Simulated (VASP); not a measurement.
# ZnS (F-43m) in VASP: single point with r2SCAN

Aim: the single point of ZnS with r2SCAN.

Program: VASP 6.6.1. These are calculated values, not measurements. Logs are shortened: lines on timing, memory, paths and dates and some standing lists are left out, and cuts for length are marked.

**What was measured.**

From “Electronic, vibrational, and thermodynamic properties of ZnS (zincblende and rocksalt structure)”, 2009, arxiv:0911.5022, for a bulk crystal of ZnS at 19 K: band gap 3.85 eV (direct).

How close the calculation comes is told below.

### 1 The cell of the first run

Symmetry: F-43m, No. 216, cubic system. Conventional cell: a = 5.404 Å, b = 5.404 Å, c = 5.404 Å, α = 90.00°, β = 90.00°, γ = 90.00°. Within 3.1 Å of Zn (site symmetry -43m) lie 4 S at 2.34 Å. Within 3.1 Å of S (site symmetry -43m) lie 4 Zn at 2.34 Å.

### 2 Single point, r2SCAN

Input file POSCAR:

```
ZnS
1.0
    3.8212050000      0.0000000000      0.0000000000
    1.9106025000      3.3092606031      0.0000000000
    1.9106025000      1.1030868677      3.1200008175
Zn S
1 1
Direct
    0.2500000000      0.2500000000      0.2500000000
    0.0000000000      0.0000000000      0.0000000000
```

Input file INCAR.step1:

```
PREC = Accurate ; ENCUT = 550
ISMEAR = -1 ; SIGMA = 0.1
LREAL = F ; LASPH = T
NELM = 120 ; NBANDS = 16
GGA = PE ; ALGO = Normal
EDIFF = 1E-5 ; LWAVE = T
LCHARG = F ; GGA_COMPAT = F
```

Input file INCAR.step2:

```
PREC = Accurate ; ENCUT = 550
EDIFF = 1E-6 ; ISMEAR = -1
SIGMA = 0.1 ; LREAL = F
LASPH = T ; NELM = 120
ALGO = Normal ; ISIF = 2
LWAVE = F ; LCHARG = T
METAGGA = R2SCAN ; LMIXTAU = T
LELF = T ; LVHAR = T
NBANDS = 16 ; ISTART = 1
GGA_COMPAT = F
```

Input file KPOINTS:

```
Automatic mesh
0
Gamma
  7 7 7
```

Potentials or basis: VASP PAW PBE potentials, release 64 (Zn, S).

Started as:

```
$ cat potpaw_PBE.64/Zn/POTCAR potpaw_PBE.64/S/POTCAR > POTCAR
$ cp INCAR.step1 INCAR
$ mpirun -np 1 vasp_std > vasp.out
$ cp INCAR.step2 INCAR
$ mpirun -np 1 vasp_std > vasp.out
```

OUTCAR:

```text
PREC = Accurate
   ENCUT = 550
   EDIFF = 1E-6
   ISMEAR = -1
   LREAL = F
   LASPH = T
   NELM = 120
   ISIF = 2
   METAGGA = R2SCAN
   ISTART = 1

 ion  position               nearest neighbor table
   1  0.250  0.250  0.250-   2 2.34   2 2.34   2 2.34   2 2.34
   2  0.000  0.000  0.000-   1 2.34   1 2.34   1 2.34   1 2.34

  LATTYP: Found a face centered cubic cell.
 ALAT       =     5.4039999356

  Lattice vectors:

 A1 = (   3.8212050000,   0.0000000000,   0.0000000000)
 A2 = (   1.9106025000,   3.3092606031,   0.0000000000)
 A3 = (   1.9106025000,   1.1030868677,   3.1200008175)

Analysis of symmetry for initial positions (statically):
=====================================================================
 Subroutine PRICEL returns:
 Original cell was already a primitive cell.

 Routine SETGRP: Setting up the symmetry group for a
 face centered cubic supercell.

 Subroutine GETGRP returns: Found 24 space group operations
 (whereof 24 operations were pure point group operations)
 out of a pool of 48 trial point group operations.

The static configuration has the point symmetry T_d .

Analysis of symmetry for dynamics (positions and initial velocities):
=====================================================================
 Subroutine PRICEL returns:
 Original cell was already a primitive cell.

 Routine SETGRP: Setting up the symmetry group for a
 face centered cubic supercell.

 Subroutine GETGRP returns: Found 24 space group operations
 (whereof 24 operations were pure point group operations)
 out of a pool of 48 trial point group operations.

The dynamic configuration has the point symmetry T_d .

 Subroutine INISYM returns: Found 24 space group operations
 (whereof 24 operations are pure point group operations),
 and found     1 'primitive' translations

----------------------------------------------------------------------------------------

                                     Primitive cell

  volume of cell :      39.4535

  direct lattice vectors                    reciprocal lattice vectors
     3.821205000  0.000000000  0.000000000     0.261697554 -0.151091153 -0.106837579
     1.910602500  3.309260603  0.000000000     0.000000000  0.302182306 -0.106837579
     1.910602500  1.103086868  3.120000817     0.000000000  0.000000000  0.320512737

  length of vectors
     3.821205000  3.821205000  3.821205000     0.320512737  0.320512737  0.320512737

  position of ions in fractional coordinates (direct lattice)
     0.250000000  0.250000000  0.250000000
     0.000000000  0.000000000  0.000000000

  ion indices of the primitive-cell ions
   primitive index   ion index
                 1           1
                 2           2

----------------------------------------------------------------------------------------

 KPOINTS: Automatic mesh

Automatic generation of k-mesh.
 Grid dimensions read from file:
 generate k-points for:    7    7    7

 Generating k-lattice:

  Cartesian coordinates                     Fractional coordinates (reciprocal lattice)
     0.037385365 -0.021584450 -0.015262511     0.142857143 -0.000000000 -0.000000000
     0.000000000  0.043168901 -0.015262511     0.000000000  0.142857143  0.000000000
     0.000000000  0.000000000  0.045787534     0.000000000  0.000000000  0.142857143

  Length of vectors
     0.045787534  0.045787534  0.045787534

  Shift w.r.t. Gamma in fractional coordinates (k-lattice)
     0.000000000  0.000000000  0.000000000

 Subroutine IBZKPT returns following result:
 ===========================================

 Found     20 irreducible k-points:

 Following reciprocal coordinates:
            Coordinates               Weight
  0.000000  0.000000  0.000000      1.000000
  0.142857  0.000000 -0.000000      8.000000
  0.285714  0.000000 -0.000000      8.000000
  0.428571  0.000000 -0.000000      8.000000
  0.142857  0.142857  0.000000      6.000000
  0.285714  0.142857  0.000000     24.000000
[... 12 lines left out ...]
 -0.428571  0.428571  0.142857     24.000000
 -0.285714  0.428571  0.142857     24.000000
   k-points           NKPTS =     20   k-points in BZ     NKDIM =     20   number of bands    NBANDS=     16
   number of dos      NEDOS =    301   number of ions     NIONS =      2
   total plane-waves  NPLWV =  27000
   dimension x,y,z NGX =    30 NGY =   30 NGZ =   30
   dimension x,y,z NGXF=    60 NGYF=   60 NGZF=   60
   ions per type =               1   1
   NGX,Y,Z   is equivalent  to a cutoff of  13.05, 13.05, 13.05 a.u.
   NGXF,Y,Z  is equivalent  to a cutoff of  26.10, 26.10, 26.10 a.u.
 SYSTEM =  unknown system
   PREC   = accura    normal or accurate (medium, high low for compatibility)
   ISTART =      1    job   : 0-new  1-cont  2-samecut
   ICHARG =      0    charge: 1-file 2-atom 10-const
   ISPIN  =      1    spin polarized calculation?
   LNONCOLLINEAR =      F non collinear calculations
   LSORBIT =      F    spin-orbit coupling
   LASPH  =      T    aspherical Exc in radial PAW
   ENCUT  =  550.0 eV  40.42 Ry    6.36 a.u.   7.31  7.31  7.31*2*pi/ulx,y,z
   NELM   =    120;   NELMIN=  2; NELMDL=  0     # of ELM steps
   EDIFF  = 0.1E-05   stopping-criterion for ELM
   LREAL  =      F    real-space projection
   EDIFFG = 0.1E-04   stopping-criterion for IOM
   NSW    =      0    number of steps for IOM
   IBRION =     -1    ionic relax: 0-MD 1-quasi-New 2-CG
   NFREE  =      0    steps in history (QN), initial steepest desc. (CG)
   ISIF   =      2    stress and relaxation
   ISYM   =      2    0-nonsym 1-usesym 2-fastsym
   POTIM  = 0.5000    time-step for ionic-motion
   TEBEG  =    0.0;   TEEND  =   0.0 temperature during run
   PSTRESS=    0.0 pullay stress
   NELECT =      18.0000    total number of electrons
   NUPDOWN=      -1.0000    fix difference up-down
   EMIN   =  10.00;   EMAX   =-10.00  energy-range for DOS
   EFERMI =   0.00;   METHOD = LEGACY
   ISMEAR =    -1;   SIGMA  =   0.10  broadening in eV -4-tet -1-fermi 0-gaus
   EFERMI_NEDOS =   21; number of points for ismear=-14 and -15
   IALGO  =     38    algorithm
   IMIX   =      4    mixing-type and parameters
     AMIX     =   0.40;   BMIX     =  1.00
     AMIX_MAG =   1.60;   BMIX_MAG =  1.00
  volume/ion in A,a.u.               =      19.73       133.12
  Fermi-wavevector in a.u.,A,eV,Ry     =   1.260290  2.381602 21.610537  1.588330
  Thomas-Fermi vector in A             =   2.393807
   LORBIT       =      0    0 simple, 1 ext, 2 COOP (PROOUT), +10 PAW based schemes
   METAGGA = R2SCAN    functional components
   LHFCALC =     F    Hartree Fock is set to
   AEXX    =    0.0000 exact exchange contribution
   IVDW    =     0    specifies the selected vdW correction
   LEPSILON=     F    determine dielectric tensor
   LRPA    =     F    only Hartree local field effects (RPA)
 non-spin polarized calculation
  energy-cutoff  :      550.00
  volume of cell :       39.45
 maximum number of plane-waves:      1173
 NGX is ok and might be reduce to    30
   NGX = 15   NGY = 15   NGZ = 15

 number of electron      18.0000017 magnetization

 Free energy of the ion-electron system (eV)
  ---------------------------------------------------
  ext. energy  EPLUGINS =         0.00000000
  ---------------------------------------------------
  free energy    TOTEN  =       -18.86519474 eV

  energy without entropy =      -18.86519467  energy(sigma->0) =      -18.86519470

 E-fermi :   3.2600     XC(G=0): -10.2840

 val. band max:        1.8310872469   @ k =   0.0000   0.0000   0.0000
 cond. band min:       4.5054647496   @ k =   0.0000   0.0000   0.0000
 fundamental gap:      2.6743775028
 Fermi energy:         3.2600468937

 k-point     1 :       0.0000    0.0000    0.0000
  band No.  band energies     occupation
      1     -11.8438      2.00000
      2      -4.6681      2.00000
      3      -4.6681      2.00000
      4      -4.6681      2.00000
      5      -4.1228      2.00000
      6      -4.1228      2.00000
[... 8 lines left out ...]
     15      14.1351      0.00000
     16      14.3687      0.00000

 k-point     2 :       0.1429    0.0000   -0.0000
  band No.  band energies     occupation
      1     -11.6894      2.00000
      2      -4.6617      2.00000
      3      -4.6398      2.00000
      4      -4.6398      2.00000
      5      -4.1246      2.00000
      6      -4.1246      2.00000
[... 8 lines left out ...]
     15      13.4272      0.00000
     16      15.2268      0.00000

 k-point     3 :       0.2857    0.0000   -0.0000
  band No.  band energies     occupation
      1     -11.3070      2.00000
      2      -4.5830      2.00000
      3      -4.5830      2.00000
      4      -4.5682      2.00000
      5      -4.1177      2.00000
      6      -4.1177      2.00000
[... 8 lines left out ...]
     15      13.5419      0.00000
     16      14.4283      0.00000

 k-point     4 :       0.4286    0.0000   -0.0000
  band No.  band energies     occupation
      1     -10.9545      2.00000
      2      -4.5475      2.00000
      3      -4.5475      2.00000
      4      -4.1844      2.00000
      5      -4.0976      2.00000
      6      -4.0976      2.00000
[... 8 lines left out ...]
     15      15.2637      0.00000
     16      15.2637      0.00000
[... 248 lines left out ...]
 k-point    18 :      -0.4286    0.2857    0.1429
  band No.  band energies     occupation
      1     -10.7483      2.00000
      2      -4.5269      2.00000
      3      -4.4628      2.00000
      4      -4.2351      2.00000
      5      -4.1051      2.00000
      6      -3.9510      2.00000
[... 8 lines left out ...]
     15      15.8289      0.00000
     16      17.3170      0.00000

 k-point    19 :      -0.4286    0.4286    0.1429
  band No.  band energies     occupation
      1     -10.6357      2.00000
      2      -4.5765      2.00000
      3      -4.3779      2.00000
      4      -4.2867      2.00000
      5      -4.0808      2.00000
      6      -3.8932      2.00000
[... 8 lines left out ...]
     15      16.5692      0.00000
     16      17.4726      0.00000

 k-point    20 :      -0.2857    0.4286    0.1429
  band No.  band energies     occupation
      1     -10.6008      2.00000
      2      -4.5267      2.00000
      3      -4.3866      2.00000
      4      -4.1930      2.00000
      5      -4.1385      2.00000
      6      -3.7617      2.00000
[... 8 lines left out ...]
     15      15.7089      0.00000
     16      18.0042      0.00000

------------------------ aborting loop because EDIFF is reached ----------------------------------------

  FORCE on cell =-STRESS in cart. coord.  units (eV):
  Direction    XX          YY          ZZ          XY          YZ          ZX
  --------------------------------------------------------------------------------------
  -------------------------------------------------------------------------------------
  Total       -0.1592863     -0.1592863     -0.1592863     -0.0000000      0.0000000      0.0000000
  in kB       -6.4684910     -6.4684910     -6.4684910     -0.0000000      0.0000000      0.0000000
  external PRESSURE =      -6.4684910 kB  Pullay stress =       0.0000000 kB

 VOLUME and BASIS-vectors are now :
 -----------------------------------------------------------------------------
  energy-cutoff  :      550.00
  volume of cell :       39.45
      direct lattice vectors                 reciprocal lattice vectors
     3.821205000  0.000000000  0.000000000     0.261697554 -0.151091153 -0.106837579
     1.910602500  3.309260603  0.000000000     0.000000000  0.302182306 -0.106837579
     1.910602500  1.103086868  3.120000817     0.000000000  0.000000000  0.320512737

 POSITION                                       TOTAL-FORCE (eV/Angst)
 -----------------------------------------------------------------------------------
      1.91060      1.10309      0.78000        -0.000000      0.000000     -0.000000
      0.00000      0.00000      0.00000         0.000000     -0.000000      0.000000
 -----------------------------------------------------------------------------------
    total drift:                                0.000001      0.000001      0.000001

  FREE ENERGIE OF THE ION-ELECTRON SYSTEM (eV)
  ---------------------------------------------------
  free  energy   TOTEN  =       -18.8651947367 eV

  energy  without entropy=      -18.8651946685  energy(sigma->0) =      -18.86519470
```

It took 1.7 min on 1 thread of Intel Xeon 8259CL, shared host; peak memory 0.17 GiB.

Results:

| Item | Value |
| --- | --- |
| Free energy | -18.8652 eV |
| Pressure | -0.6 GPa |
| Band gap on the k mesh | 2.67 eV |

Levels at points of the mesh, in eV from the valence-band top:
```
           k point  band 5  band 6  band 7  band 8  band 9  band 10  band 11  band 12  band 13  band 14
(0.00, 0.00, 0.00)   -5.95   -5.95    0.00    0.00    0.00     2.67     6.90     6.90     6.90    12.30
```

Caveat: the PAW data sets were made with another functional, which shifts forces and pressure a little.

### 3 Against experiment

Step 2. Measured gap of ZnS: 3.85 eV (direct; 19 K; quoted in “Electronic, vibrational, and thermodynamic properties of ZnS (zincblende and rocksalt structure)”, 2009, arxiv:0911.5022). This calculation gives 2.67 eV (-1.18 eV). The value is that of r2SCAN, without temperature or zero-point motion.
